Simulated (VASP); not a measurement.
# Pt (I4/mmm) in VASP: further runs

The runs below take Pt through single point, relaxation of cell and atoms, with PBE.

Everything below comes from runs of VASP 6.6.1. Logs are shortened: lines on timing, memory, paths and dates and some standing lists are left out, and cuts for length are marked.

**1. The cell of the first run**

The structure is tetragonal, space group I4/mmm (No. 139). The conventional cell has a = 3.403 Å, b = 3.403 Å, c = 2.740 Å, α = 90.00°, β = 90.00°, γ = 90.00°. Within 3.6 Å of Pt (site symmetry 4/mmm) lie 14 Pt at 2.74 to 3.40 Å.

**2. Single point, PBE**

INCAR

```
SYSTEM = Pt
  ALGO = Fast
  EDIFF = 1E-7
  ENCUT = 520
  GGA = PE
  ISIF = 2
  ISMEAR = -1
  LASPH = .TRUE.
  LCHARG = .FALSE.
  LREAL = .FALSE.
  LWAVE = .FALSE.
  NBANDS = 11
  NELM = 80
  PREC = Accurate
  SIGMA = 0.15
```

KPOINTS

```
k-points
0
G
  28 28 28
  0 0 0
```

POSCAR

```
Pt
1.0
   -1.7014829222      1.7014829222      1.3699379366
    1.7014829222     -1.7014829222      1.3699379366
    1.7014829222      1.7014829222     -1.3699379366
Pt
1
Direct
    0.5000000000      0.5000000000      0.0000000000
```

Potentials or basis: VASP PAW PBE potentials, release 64 (Pt).

Run with:

```bash
> cat potpaw_PBE.64/Pt/POTCAR > POTCAR
> mpirun -np 1 vasp_std > vasp.out
```

OUTCAR:

```text
SYSTEM = Pt
   EDIFF = 1E-7
   ENCUT = 520
   GGA = PE
   ISIF = 2
   ISMEAR = -1
   LASPH = .TRUE.
   LREAL = .FALSE.
   NELM = 80
   PREC = Accurate

 ion  position               nearest neighbor table
   1  0.500  0.500  0.000-

  LATTYP: Found a body centered tetragonal cell.
 ALAT       =     3.4029658444
 C/A-ratio  =     0.8051435126

  Lattice vectors:

 A1 = (  -1.7014829222,   1.7014829222,   1.3699379366)
 A2 = (   1.7014829222,  -1.7014829222,   1.3699379366)
 A3 = (   1.7014829222,   1.7014829222,  -1.3699379366)

Analysis of symmetry for initial positions (statically):
=====================================================================
 Subroutine PRICEL returns:
 Original cell was already a primitive cell.

 Routine SETGRP: Setting up the symmetry group for a
 body centered tetragonal supercell.

 Subroutine GETGRP returns: Found 16 space group operations
 (whereof 16 operations were pure point group operations)
 out of a pool of 16 trial point group operations.

The static configuration has the point symmetry D_4h.

Analysis of symmetry for dynamics (positions and initial velocities):
=====================================================================
 Subroutine PRICEL returns:
 Original cell was already a primitive cell.

 Routine SETGRP: Setting up the symmetry group for a
 body centered tetragonal supercell.

 Subroutine GETGRP returns: Found 16 space group operations
 (whereof 16 operations were pure point group operations)
 out of a pool of 16 trial point group operations.

The dynamic configuration has the point symmetry D_4h.

 Subroutine INISYM returns: Found 16 space group operations
 (whereof 16 operations are pure point group operations),
 and found     1 'primitive' translations

----------------------------------------------------------------------------------------

                                     Primitive cell

  volume of cell :      15.8641

  direct lattice vectors                    reciprocal lattice vectors
    -1.701482922  1.701482922  1.369937937     0.000000000  0.293861310  0.364980038
     1.701482922 -1.701482922  1.369937937     0.293861310  0.000000000  0.364980038
     1.701482922  1.701482922 -1.369937937     0.293861310  0.293861310  0.000000000

  length of vectors
     2.768901988  2.768901988  2.768901988     0.468577526  0.468577526  0.415582650

  position of ions in fractional coordinates (direct lattice)
     0.500000000  0.500000000  0.000000000

  ion indices of the primitive-cell ions
   primitive index   ion index
                 1           1

----------------------------------------------------------------------------------------

 KPOINTS: k-points

Automatic generation of k-mesh.
 Grid dimensions read from file:
 generate k-points for:   28   28   28

 Generating k-lattice:

  Cartesian coordinates                     Fractional coordinates (reciprocal lattice)
     0.000000000  0.010495047  0.013035001     0.035714286  0.000000000  0.000000000
     0.010495047  0.000000000  0.013035001     0.000000000  0.035714286  0.000000000
     0.010495047  0.010495047  0.000000000     0.000000000  0.000000000  0.035714286

  Length of vectors
     0.016734912  0.016734912  0.014842237

  Shift w.r.t. Gamma in fractional coordinates (k-lattice)
     0.000000000  0.000000000  0.000000000

 Subroutine IBZKPT returns following result:
 ===========================================

 Found   1639 irreducible k-points:

 Following reciprocal coordinates:
            Coordinates               Weight
  0.000000  0.000000  0.000000      1.000000
  0.035714  0.000000  0.000000      8.000000
  0.071429  0.000000  0.000000      8.000000
  0.107143  0.000000  0.000000      8.000000
  0.142857 -0.000000  0.000000      8.000000
  0.178571  0.000000  0.000000      8.000000
[... 16 lines left out ...]
  0.285714  0.035714  0.000000     16.000000
  0.321429  0.035714  0.000000     16.000000
 [... further k-points ...]
   k-points           NKPTS =   1639   k-points in BZ     NKDIM =   1639   number of bands    NBANDS=     11
   number of dos      NEDOS =    301   number of ions     NIONS =      1
   total plane-waves  NPLWV =  13824
   dimension x,y,z NGX =    24 NGY =   24 NGZ =   24
   dimension x,y,z NGXF=    48 NGYF=   48 NGZF=   48
   ions per type =               1
   NGX,Y,Z   is equivalent  to a cutoff of  14.41, 14.41, 14.41 a.u.
   NGXF,Y,Z  is equivalent  to a cutoff of  28.82, 28.82, 28.82 a.u.
 SYSTEM =  Pt
   PREC   = accura    normal or accurate (medium, high low for compatibility)
   ISTART =      0    job   : 0-new  1-cont  2-samecut
   ICHARG =      2    charge: 1-file 2-atom 10-const
   ISPIN  =      1    spin polarized calculation?
   LNONCOLLINEAR =      F non collinear calculations
   LSORBIT =      F    spin-orbit coupling
   LASPH  =      T    aspherical Exc in radial PAW
   ENCUT  =  520.0 eV  38.22 Ry    6.18 a.u.   5.15  5.15  5.15*2*pi/ulx,y,z
   NELM   =     80;   NELMIN=  2; NELMDL= -5     # of ELM steps
   EDIFF  = 0.1E-06   stopping-criterion for ELM
   LREAL  =      F    real-space projection
   EDIFFG = 0.1E-05   stopping-criterion for IOM
   NSW    =      0    number of steps for IOM
   IBRION =     -1    ionic relax: 0-MD 1-quasi-New 2-CG
   NFREE  =      0    steps in history (QN), initial steepest desc. (CG)
   ISIF   =      2    stress and relaxation
   ISYM   =      2    0-nonsym 1-usesym 2-fastsym
   POTIM  = 0.5000    time-step for ionic-motion
   TEBEG  =    0.0;   TEEND  =   0.0 temperature during run
   PSTRESS=    0.0 pullay stress
   NELECT =      10.0000    total number of electrons
   NUPDOWN=      -1.0000    fix difference up-down
   EMIN   =  10.00;   EMAX   =-10.00  energy-range for DOS
   EFERMI =   0.00;   METHOD = LEGACY
   ISMEAR =    -1;   SIGMA  =   0.15  broadening in eV -4-tet -1-fermi 0-gaus
   EFERMI_NEDOS =   21; number of points for ismear=-14 and -15
   IALGO  =     68    algorithm
   IMIX   =      4    mixing-type and parameters
     AMIX     =   0.40;   BMIX     =  1.00
     AMIX_MAG =   1.60;   BMIX_MAG =  1.00
  volume/ion in A,a.u.               =      15.86       107.06
  Fermi-wavevector in a.u.,A,eV,Ry     =   1.403684  2.652579 26.807966  1.970330
  Thomas-Fermi vector in A             =   2.526322
   LORBIT       =      0    0 simple, 1 ext, 2 COOP (PROOUT), +10 PAW based schemes
   GGA     = PE    functional components
   LHFCALC =     F    Hartree Fock is set to
   AEXX    =    0.0000 exact exchange contribution
   IVDW    =     0    specifies the selected vdW correction
   LEPSILON=     F    determine dielectric tensor
   LRPA    =     F    only Hartree local field effects (RPA)
 non-spin polarized calculation
 RMM-DIIS sequential band-by-band and
  energy-cutoff  :      520.00
  volume of cell :       15.86
 maximum number of plane-waves:       436
 NGX is ok and might be reduce to    24
   NGX = 11   NGY = 11   NGZ = 11

 number of electron      10.0000001 magnetization

 Free energy of the ion-electron system (eV)
  ---------------------------------------------------
  ext. energy  EPLUGINS =         0.00000000
  ---------------------------------------------------
  free energy    TOTEN  =        -6.13421988 eV

  energy without entropy =       -6.05039686  energy(sigma->0) =       -6.09230837

 E-fermi :  10.2791     XC(G=0): -13.1731

 val. band max:       10.2785763097   @ k =   0.3929   0.1786   0.0357
 cond. band min:      10.2807019031   @ k =  -0.4286   0.5000   0.3214
 fundamental gap:      0.0021255935
 Fermi energy:        10.2791375121

 k-point     1 :       0.0000    0.0000    0.0000
  band No.  band energies     occupation
      1       0.6583      2.00000
      2       5.6331      2.00000
      3       7.2445      2.00000
      4       7.6339      2.00000
      5       7.6339      2.00000
      6       9.9240      1.82867
      7      25.8452      0.00000
      8      25.8452      0.00000
      9      30.9613      0.00000
     10      35.1258      0.00000
     11      35.1288      0.00000

 k-point     2 :       0.0357    0.0000    0.0000
  band No.  band energies     occupation
      1       0.7167      2.00000
      2       5.6531      2.00000
      3       7.2648      2.00000
      4       7.6173      2.00000
      5       7.6208      2.00000
      6       9.8978      1.85409
      7      25.9171      0.00000
      8      25.9346      0.00000
      9      30.8356      0.00000
     10      34.4779      0.00000
     11      35.0436      0.00000

 k-point     3 :       0.0714    0.0000    0.0000
  band No.  band energies     occupation
      1       0.8904      2.00000
      2       5.7061      2.00000
      3       7.2997      2.00000
      4       7.5907      2.00000
      5       7.5955      2.00000
      6       9.8240      1.90820
      7      26.1186      0.00000
      8      26.1977      0.00000
      9      30.4362      0.00000
     10      33.6502      0.00000
     11      34.7804      0.00000

 k-point     4 :       0.1071    0.0000    0.0000
  band No.  band energies     occupation
      1       1.1737      2.00000
      2       5.7708      2.00000
      3       7.2595      2.00000
      4       7.5714      2.00000
      5       7.6643      2.00000
      6       9.7148      1.95459
      7      26.4030      0.00000
      8      26.6197      0.00000
      9      29.7539      0.00000
     10      33.1110      0.00000
     11      34.3016      0.00000
[... 239 lines left out ...]
 k-point    22 :       0.2500    0.0357    0.0000
  band No.  band energies     occupation
      1       3.3056      2.00000
      2       5.4668      2.00000
      3       6.9202      2.00000
      4       8.5375      1.99998
      5       9.0469      1.99946
      6       9.1602      1.99885
      7      24.5735      0.00000
      8      26.7280      0.00000
      9      28.6474      0.00000
     10      30.9533      0.00000
     11      32.0061      0.00000

 k-point    23 :       0.2857    0.0357    0.0000
  band No.  band energies     occupation
      1       3.6106      2.00000
      2       5.2928      2.00000
      3       7.2433      2.00000
      4       8.9895      1.99963
      5       9.0188      1.99955
      6       9.5097      1.98823
      7      23.3432      0.00000
      8      25.7072      0.00000
      9      27.7727      0.00000
     10      31.7204      0.00000
     11      31.8575      0.00000

 k-point    24 :       0.3214    0.0357    0.0000
  band No.  band energies     occupation
      1       3.7533      2.00000
      2       5.1276      2.00000
      3       7.8005      2.00000
      4       8.9448      1.99973
      5       9.5307      1.98648
      6       9.8746      1.87367
      7      21.9789      0.00000
      8      24.7423      0.00000
      9      26.8208      0.00000
     10      31.9084      0.00000
     11      32.5815      0.00000

 [... further k-points ...]

------------------------ aborting loop because EDIFF is reached ----------------------------------------

  FORCE on cell =-STRESS in cart. coord.  units (eV):
  Direction    XX          YY          ZZ          XY          YZ          ZX
  --------------------------------------------------------------------------------------
  -------------------------------------------------------------------------------------
  Total       -0.0486030     -0.0486030     -0.0461363      0.0000000      0.0000000     -0.0000000
  in kB       -4.9086033     -4.9086033     -4.6594752      0.0000000      0.0000000     -0.0000000
  external PRESSURE =      -4.8255606 kB  Pullay stress =       0.0000000 kB

 VOLUME and BASIS-vectors are now :
 -----------------------------------------------------------------------------
  energy-cutoff  :      520.00
  volume of cell :       15.86
      direct lattice vectors                 reciprocal lattice vectors
    -1.701482922  1.701482922  1.369937937     0.000000000  0.293861310  0.364980038
     1.701482922 -1.701482922  1.369937937     0.293861310  0.000000000  0.364980038
     1.701482922  1.701482922 -1.369937937     0.293861310  0.293861310  0.000000000

 POSITION                                       TOTAL-FORCE (eV/Angst)
 -----------------------------------------------------------------------------------
      0.00000      0.00000      1.36994        -0.000000      0.000000      0.000000
 -----------------------------------------------------------------------------------
    total drift:                               -0.000000      0.000000      0.000000

  FREE ENERGIE OF THE ION-ELECTRON SYSTEM (eV)
  ---------------------------------------------------
  free  energy   TOTEN  =        -6.1342198797 eV

  energy  without entropy=       -6.0503968641  energy(sigma->0) =       -6.09230837
```

It took 3.9 min on 1 thread of Intel Xeon Platinum 8488C (Sapphire Rapids), shared host; peak memory 0.4 GiB.

Results:

| Quantity | Value |
| --- | --- |
| Free energy | -6.1342 eV |
| Pressure | -0.5 GPa |
| Band gap on the k mesh | zero (bands 5 and 6 overlap by 1.96 eV) |

Levels at points of the mesh, in eV from the Fermi level:
```
           k point  band 3  band 4  band 5  band 6  band 7  band 8
(0.00, 0.00, 0.00)   -3.03   -2.65   -2.65   -0.36   15.57   15.57
(0.50, 0.00, 0.00)   -1.50    0.37    0.57    0.82    7.05   12.53
(0.50, 0.50, 0.00)   -3.14   -1.46   -0.69    0.58    4.90   15.05
(0.50, 0.50, 0.50)    0.21    0.21    0.73    5.47    5.47   11.33
```

Caveat: spin-orbit coupling is left out, which moves the levels of the heavy elements.

(Part 1 of 2 ends here.)
